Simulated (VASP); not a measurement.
Zr2B3, 10 atoms in the cell. The typed cell holds 10 atoms: a = 3.696 Å, b = 4.909 Å, c = 7.297 Å, α = 91.39°, β = 98.21°, γ = 109.48°. 

```yaml
Program: VASP 6.6.1
Task: single point
Functional: PBE
Potentials_or_basis: VASP PAW PBE potentials, release 64 (Zr_sv, B)
Cutoff: 520 eV
k_mesh: 6 × 4 × 4
Occupations: gaussian, width 0.1 eV
Spin: no spin polarisation
Dipole_correction: no
Further_INCAR_settings: ALGO = Normal; EDIFF = 1e-06; NBANDS = 44
```

Potentials or basis: VASP PAW PBE potentials, release 64 (Zr_sv, B).

The run is started by

```sh
$ cat potpaw_PBE.64/Zr_sv/POTCAR potpaw_PBE.64/B/POTCAR > POTCAR
$ mpirun -np 1 vasp_std > vasp.out
```

Hardware: 1 thread of Intel Xeon 8259CL, with other jobs on the host.

**Question.** How long does it take, and how much memory?

**Answer.** Run time: 5.5 min on 1 thread of Intel Xeon 8259CL, with other jobs on the host, peak memory 0.36 GiB. Counts: scf iterations 14, k points 52.
